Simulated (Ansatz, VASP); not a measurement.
## ZrB2: VASP beside Ansatz

```
Zr B
1.0
     3.10170    0.00000    0.00000
    -1.55085    2.68615    0.00000
     0.00000    0.00000    3.52000
Zr B
1 2
Cartesian
  0.0000 0.0000 0.0000
  0.0000 1.7908 1.7600
  1.5508 0.8954 1.7600
```

Change from the starting cell: equal xx and yy strain of -2 %, crystal datasets.

Alike in both runs: task electric field gradients; functional LDA; k mesh 12 × 12 × 9; occupations fermi-dirac, width 0.05 eV; no spin polarisation.

```csv
,VASP,Ansatz
version,VASP 6.6.1,Ansatz 0.2.0
potentials or method,"VASP PAW LDA potentials, release 64 (Zr_sv, B), cutoff 520 eV","all-electron PAW with datasets made for the crystal, scalar-relativistic"
```

|  | VASP | Ansatz | Ansatz less VASP |
| --- | --- | --- | --- |
| pressure (GPa) | 3.7 | 3.2 | -0.52 |
| traceless stress, the component that is largest in VASP (GPa) | -4.67 | -4.68 | -0.006 |
| size of Vzz on the site where it differs most (V/Å²) | 47.7 | 50.9 | +3.26 |

LDA's correlation is that of Perdew and Zunger in VASP and of Perdew and Wang (1992) in Ansatz. Ansatz ran all-electron here, and VASP with PAW potentials.
